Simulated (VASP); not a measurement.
Wanted: the native input for a VASP 6.6.1 run.

```yaml
Task: single point
Functional: PBE
Potentials_or_basis: VASP PAW PBE potentials, release 64 (Si, C)
Cutoff: 520 eV
k_mesh: 8 × 8 × 8
Occupations: fermi-dirac, width 0.02 eV
Spin: no spin polarisation
Dipole_correction: no
Further_INCAR_settings: ALGO = Normal; EDIFF = 1e-07; NBANDS = 11
```

The structure of SiC (Moissanite 3C) lies in POSCAR:

```
SiC
1.0
    0.0000000000      2.1790000000      2.1790000000
    2.1790000000      0.0000000000      2.1790000000
    2.1790000000      2.1790000000      0.0000000000
Si C
1 1
Direct
    0.0000000000      0.0000000000      0.0000000000
    0.2500000000      0.2500000000      0.2500000000
```

The input as run:

INCAR

```
  PREC = Accurate
  ENCUT = 520
  EDIFF = 1E-7
  ISMEAR = -1
  SIGMA = 0.02
  LREAL = False
  LASPH = True
  NELM = 80
  ALGO = Normal
  ISIF = 2
  LWAVE = False
  LCHARG = False
  GGA = PE
  NBANDS = 11
```

KPOINTS

```
Automatic mesh
0
Gamma
  8 8 8
```

Potentials or basis: VASP PAW PBE potentials, release 64 (Si, C).

Run with:

```bash
$ cat potpaw_PBE.64/Si/POTCAR potpaw_PBE.64/C/POTCAR > POTCAR
$ mpirun -np 1 vasp_std > vasp.out
```

It gave:

- Pressure: 3.2 GPa
- Band gap on the k mesh: 1.36 eV, indirect (least direct gap 4.54 eV)

Wall time 8.7 s on 1 thread of Intel Xeon 6975P-C (shared host), peak memory 0.13 GiB.
